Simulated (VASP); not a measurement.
Write the native input for VASP 6.6.1 that does the following.

- Task: single point
- Functional: PBE
- Dispersion: D3(BJ)
- Potentials or basis: VASP PAW PBE potentials, release 64 (C, N)
- Cutoff: 520 eV
- k mesh: 8 × 7 × 1
- Occupations: gaussian, width 0.05 eV
- Spin: no spin polarisation
- Dipole correction: yes
- Further INCAR settings: ALGO = Normal; EDIFF = 1e-07; NBANDS = 37

The structure of C5N lies in POSCAR:

```
C5N
1.0
    3.6473242087      0.0000000000      0.0000000000
   -1.6658829526      3.9310150920      0.0000000000
    0.0000000000      0.0000000000     23.1309581756
C N
10 2
Direct
    0.5001799340      0.3333933113      0.1729284178
    0.4998200660      0.6666066887      0.1729284178
    0.5001799340      0.8333933113      0.2262110668
    0.4998200660      0.1666066887      0.2262110668
    0.5000212336      0.3353169660      0.2794744906
    0.4999787664      0.6646830340      0.2794744906
    0.5001286265      0.8366480411      0.3329734377
    0.4998713735      0.1633519589      0.3329734377
    0.4997623706      0.3544335280      0.3817809063
    0.5002376294      0.6455664720      0.3817809063
    0.7497623706      0.6044335280      0.5201236405
    0.7497623706      0.6044335280      0.5676789554
```

One way to write it, as run:

INCAR

```
PREC = Accurate
ENCUT = 520
EDIFF = 1E-7
ISMEAR = 0
SIGMA = 0.05
LREAL = False
LASPH = True
NELM = 80
ALGO = Normal
ISIF = 2
LWAVE = False
LCHARG = True
LDIPOL = True
IDIPOL = 3
DIPOL = 0.5 0.5 0.323
GGA = PE
IVDW = 12
LELF = True
LVHAR = True
LVACPOTAV = True
NBANDS = 37
```

KPOINTS

```
Automatic mesh
0
Gamma
  8 7 1
```

Potentials or basis: VASP PAW PBE potentials, release 64 (C, N).

The run is started by

```bash
$ cat potpaw_PBE.64/C/POTCAR potpaw_PBE.64/N/POTCAR > POTCAR
$ mpirun -np 1 vasp_std > vasp.out
```

Results of the run:

```yaml
Largest_force: 6.777 eV/Å
Band_gap_on_the_k_mesh: zero (bands 25 and 26 overlap by 0.74 eV)
Dispersion_energy_per_atom: -0.106 eV
```

Caveat: the standard files for N, O and F lose accuracy on very short bonds.

Wall time 7 min on 1 thread of AMD EPYC 9R45 96-Core Processor (Zen 5) (shared host), peak memory 0.52 GiB.
